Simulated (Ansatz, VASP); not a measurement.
One calculation of P, two programs

Contents of POSCAR:

```
P
1.0
    3.2810653235      0.0000000000      0.0000000000
   -1.6405326617      2.8414859217      0.0000000000
    0.0000000000      0.0000000000     37.6918935586
P
12
Direct
    0.0000000000      0.0000000000      0.1827713239
    0.0000000000      0.0000000000      0.6827713239
    0.0000000000      0.0000000000      0.3172286761
    0.0000000000      0.0000000000      0.8172286761
    0.3333333333      0.6666666667      0.5164666709
    0.6666666667      0.3333333333      0.0164666709
    0.3333333333      0.6666666667      0.9835333291
    0.6666666667      0.3333333333      0.4835333291
    0.3333333333      0.6666666667      0.6498381080
    0.6666666667      0.3333333333      0.1498381080
    0.3333333333      0.6666666667      0.8501618920
    0.6666666667      0.3333333333      0.3501618920
```

INCAR.step1

```
PREC = Accurate ; ENCUT = 520
ISMEAR = 0 ; SIGMA = 0.02
LREAL = F ; LASPH = T
NELM = 80 ; NBANDS = 42
GGA = PE ; ALGO = Normal
EDIFF = 1E-4 ; LWAVE = T
LCHARG = F
```

File INCAR.step2:

```
PREC = Accurate ; ENCUT = 520
EDIFF = 1E-6 ; ISMEAR = 0
SIGMA = 0.02 ; LREAL = F
LASPH = T ; NELM = 80
ALGO = Normal ; ISIF = 2
LWAVE = F ; LCHARG = F
METAGGA = R2SCAN ; LMIXTAU = T
NBANDS = 42 ; ISTART = 1
```

Contents of KPOINTS:

```
regular mesh
0
Gamma
  12 12 1
```

Input for Ansatz:

```yaml
crystal:
  lattice:
    - [3.2810653235, 0.0, 0.0]
    - [-1.6405326617, 2.8414859217, 0.0]
    - [0.0, 0.0, 37.6918935586]
  atoms:
    - { symbol: P, position: [0.0, 0.0, 0.1827713239] }
    - { symbol: P, position: [0.0, 0.0, 0.6827713239] }
    - { symbol: P, position: [0.0, 0.0, 0.3172286761] }
    - { symbol: P, position: [0.0, 0.0, 0.8172286761] }
    - { symbol: P, position: [0.3333333333, 0.6666666667, 0.5164666709] }
    - { symbol: P, position: [0.6666666667, 0.3333333333, 0.0164666709] }
    - { symbol: P, position: [0.3333333333, 0.6666666667, 0.9835333291] }
    - { symbol: P, position: [0.6666666667, 0.3333333333, 0.4835333291] }
    - { symbol: P, position: [0.3333333333, 0.6666666667, 0.649838108] }
    - { symbol: P, position: [0.6666666667, 0.3333333333, 0.149838108] }
    - { symbol: P, position: [0.3333333333, 0.6666666667, 0.850161892] }
    - { symbol: P, position: [0.6666666667, 0.3333333333, 0.350161892] }
basis:
  ecutwfc: 500
kpoints:
  mp_grid: { grid: [12, 12, 1] }
  band_path:
    path:
      - [[0.0, 0.0, 0.0], [0.5, 0.0, 0.0], [0.33333333, 0.33333333, 0.0], [0.0, 0.0, 0.0], [0.0, 0.0, 0.5], [0.5, 0.0, 0.5], [0.33333333, 0.33333333, 0.5], [0.0, 0.0, 0.5]]
      - [[0.5, 0.0, 0.5], [0.5, 0.0, 0.0]]
      - [[0.33333333, 0.33333333, 0.5], [0.33333333, 0.33333333, 0.0]]
    npoints: 10
hamiltonian:
  xc: r2scan
scf:
  occupations: { method: gaussian, width: 0.02 }
  n_extra_bands: 30
output:
  forces: true
  stress: true
  eigenvalues: true
  populations: true
  dos: { projected: true, de: 0.02, nscf_kmesh: { grid: [18, 18, 2] } }
  bader: false
  write_density: true
  write_potential: true
  elf: true
  volumetric_format: npy
```

Alike in both runs: task single point; functional r2SCAN; k mesh 12 × 12 × 1; occupations gaussian, width 0.02 eV; no spin polarisation.

```csv
,VASP,Ansatz
version,VASP 6.6.1,Ansatz 0.2.0
potentials or method,"VASP PAW PBE potentials, release 64 (P), cutoff 520 eV","scalar-relativistic, plane waves, PAW"
valence electrons in the cell,60,60
```

```csv
,VASP,Ansatz,Ansatz less VASP
gap on the k mesh at the Fermi level (eV),1.99,1.95,-0.034
least direct gap on the mesh (eV),2.32,2.29,-0.030
pressure (GPa),-1.3,-0.9,+0.43
"traceless stress, the component that is largest in VASP (GPa)",-0.44,-0.36,+0.075
rms of the force components (eV/Å),0.263,0.182,-0.0811
```

VASP's potentials were made for PBE, not for r2SCAN. Atom by atom the forces differ by 0.081 eV/Å (rms over components). With one functional, cell and mesh, what is left measures potentials, basis and numerics.
